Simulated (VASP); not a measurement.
Runs of VASP 6.6.1 on WS2. The structure is that of space group P6_3/mmc (No. 194), or close to it. The cells are those of the table. 

```csv
task,cell,k mesh,cutoff (eV),smearing,gap on the mesh (eV),pressure (GPa)
relaxation of cell and atoms,"relaxed from a = 3.184, b = 3.184, c = 12.978 Å, angles 90.0, 90.0, 120.0°, 6 atoms",12 × 12 × 2,600,gaussian 0.02 eV,1.58,0.0
single point,"a = 3.188, b = 3.188, c = 14.871 Å, angles 90.0, 90.0, 120.0°, 6 atoms",12 × 12 × 2,520,gaussian 0.01 eV,1.64,0.0
relaxation of cell and atoms,"relaxed from a = 3.188, b = 3.188, c = 14.871 Å, angles 90.0, 90.0, 120.0°, 6 atoms",12 × 12 × 2,600,gaussian 0.02 eV,1.64,0.0
single point,"a = 3.188, b = 3.188, c = 14.871 Å, angles 90.0, 90.0, 120.0°, 6 atoms",12 × 12 × 2,520,gaussian 0.02 eV,1.64,0.0
single point,"a = 3.184, b = 3.184, c = 12.978 Å, angles 90.0, 90.0, 120.0°, 6 atoms",6 × 6 × 2,520,gaussian 0.1 eV,1.24,(a)
```

Alike in all rows: level PBE; potentials or basis VASP PAW PBE potentials, release 64 (W_sv, S); no spin polarisation.

Problem. Estimate the missing entries.

Solution. (a) 1.7.

Caveats: spin-orbit coupling is left out, which moves the levels of the heavy elements; this functional lacks dispersion, which binds the layers, so the pressure and a relaxed spacing across them are unreliable; the relaxation stopped at its first step, so nothing moved (some runs).

A k mesh can miss the band edges, and the runs leave out spin-orbit coupling on W.
